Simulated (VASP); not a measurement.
The system is Ag.

```xyz
1
Lattice="-1.6557 1.6557 1.6557 1.6557 -1.6557 1.6557 1.6557 1.6557 -1.6557" Properties=species:S:1:pos:R:3 pbc="T T T"
Ag    0.0000    0.0000    0.0000
```

| Quantity | Value |
| --- | --- |
| Program | VASP 6.6.1 |
| Task | relaxation of cell and atoms |
| Functional | r2SCAN |
| Potentials or basis | VASP PAW PBE potentials, release 64 (Ag) |
| Cutoff | 600 eV |
| k mesh | 11 × 11 × 11 |
| Occupations | fermi-dirac, width 0.05 eV |
| Spin | no spin polarisation |

At the start: pressure -3.7 GPa; volume 18.15 Å³/atom.

Question: How do energy, volume and symmetry change on relaxing?

Answer: Over 3 steps the energy falls by 8.5 meV/atom and the volume is 17.45 Å³/atom (-3.9 %); space group Im-3m (No. 229, to 0.05 Å).

Step by step:
```csv
step,energy change (eV),largest force (eV/Å),pressure (GPa),volume (Å³)
1,0.0000,0.0000,-3.65,18.15
2,-0.0060,0.0000,2.28,17.09
3,-0.0085,0.0000,0.01,17.45
```

Final structure:
```
Ag
1.0
    -1.63385    1.63385    1.63385
     1.63385   -1.63385    1.63385
     1.63385    1.63385   -1.63385
Ag
1
Direct
  0.00000 0.00000 0.00000
```

Caveat: the PAW data sets were made with another functional, which shifts forces and pressure a little.
